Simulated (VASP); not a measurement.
A run of VASP 6.6.1 is set up as follows.

The input INCAR:

```
PREC = Accurate ; ENCUT = 520
EDIFF = 1E-7 ; ISMEAR = -1
SIGMA = 0.08 ; LREAL = False
LASPH = True ; NELM = 60
ALGO = Normal ; ISIF = 2
LWAVE = False ; LCHARG = False
GGA = PE ; NBANDS = 10
```

File KPOINTS:

```
Automatic mesh
0
Gamma
  12 12 12
```

Contents of POSCAR:

```
I
1.0
    3.9578250752      0.0000000000      0.0000000000
   -1.9789125376      3.4275770588      0.0000000000
    0.0000000000      0.0000000000      2.9006830698
I
1
Direct
    0.0000000000      0.0000000000      0.0000000000
```

Potentials or basis: VASP PAW PBE potentials, release 64 (I).

Command:

```sh
$ cat potpaw_PBE.64/I/POTCAR > POTCAR
$ mpirun -np 1 vasp_std > vasp.out
```

Question: What does it give for the pressure?

Answer: 2.7 GPa.

Stress tensor (GPa, compression positive):
```
2.77 0.00 0.00
0.00 2.77 0.00
0.00 0.00 2.54
```

Caveat: an odd number of electrons without spin polarisation forces a metal; a magnetic or distorted state may lie lower.
